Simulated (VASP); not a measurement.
Wanted: the native input for a VASP 6.6.1 run.

| Item | Value |
| --- | --- |
| Task | single point |
| Functional | PBE |
| Potentials or basis | VASP PAW PBE potentials, release 64 (Os) |
| Cutoff | 520 eV |
| k mesh | 13 × 13 × 7 |
| Occupations | fermi-dirac, width 0.03 eV |
| Spin | no spin polarisation |
| Dipole correction | no |
| Further INCAR settings | ALGO = Normal; EDIFF = 1e-06; NBANDS = 15 |

The structure of Os lies in POSCAR:

```
Os
1.0
    2.7559294133      0.0000000000      0.0000000000
   -1.3779647066      2.3867048830      0.0000000000
    0.0000000000      0.0000000000      4.3426533301
Os
2
Direct
    0.3333333333      0.6666666667      0.2500000000
    0.6666666667      0.3333333333      0.7500000000
```

The input as run:

INCAR

```
SYSTEM = Os
PREC = Accurate
ENCUT = 520
EDIFF = 1E-6
ISMEAR = -1
SIGMA = 0.03
LREAL = .FALSE.
LASPH = .TRUE.
NELM = 100
ALGO = Normal
ISIF = 2
LWAVE = .FALSE.
LCHARG = .FALSE.
GGA = PE
NBANDS = 15
```

KPOINTS

```
Automatic mesh
0
G
  13 13 7
  0 0 0
```

Potentials or basis: VASP PAW PBE potentials, release 64 (Os).

Command:

```bash
$ cat potpaw_PBE.64/Os/POTCAR > POTCAR
$ mpirun -np 1 vasp_std > vasp.out
```

Results of the run:

The pressure is -0.4 GPa and the band gap on the k mesh is zero (band 8 reaches 11.15 eV, above the bottom of band 9 at 7.46 eV).

Caveat: spin-orbit coupling is left out, which moves the levels of the heavy elements.

It took 12 s on 1 thread of Intel(R) Xeon(R) 6975P-C (Granite Rapids), on a shared host, peak memory 0.15 GiB.
